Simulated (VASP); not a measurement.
KF, 2 atoms in the cell. The structure is cubic, space group Fm-3m (No. 225). The conventional cell has a = 5.421 Å, b = 5.421 Å, c = 5.421 Å, α = 90.00°, β = 90.00°, γ = 90.00°. Within 3.6 Å of K (site symmetry m-3m) lie 6 F at 2.71 Å. Within 3.6 Å of F (site symmetry m-3m) lie 6 K at 2.71 Å. 

- Program: VASP 6.6.1
- Task: single point
- Functional: r2SCAN
- Potentials or basis: VASP PAW PBE potentials, release 64 (K_sv, F)
- Cutoff: 520 eV
- k mesh: 8 × 8 × 8
- Occupations: gaussian, width 0.02 eV
- Spin: no spin polarisation
- Dipole correction: no
- Further INCAR settings: ALGO = Normal; EDIFF = 1e-07; NBANDS = 15

Potentials or basis: VASP PAW PBE potentials, release 64 (K_sv, F).

The run is started by

```console
$ cat potpaw_PBE.64/K_sv/POTCAR potpaw_PBE.64/F/POTCAR > POTCAR
$ cp INCAR.step1 INCAR
$ mpirun -np 1 vasp_std > vasp.out
$ cp INCAR.step2 INCAR
$ mpirun -np 1 vasp_std > vasp.out
```

Hardware: 1 thread of AMD EPYC 9R45 96-Core Processor (Zen 5), with other jobs on the host.

Problem. Estimate the wall time of this run.

Solution. It took 64 s on 1 thread of AMD EPYC 9R45 96-Core Processor (Zen 5), with other jobs on the host, peak memory 0.15 GiB. Counts: k points 29.
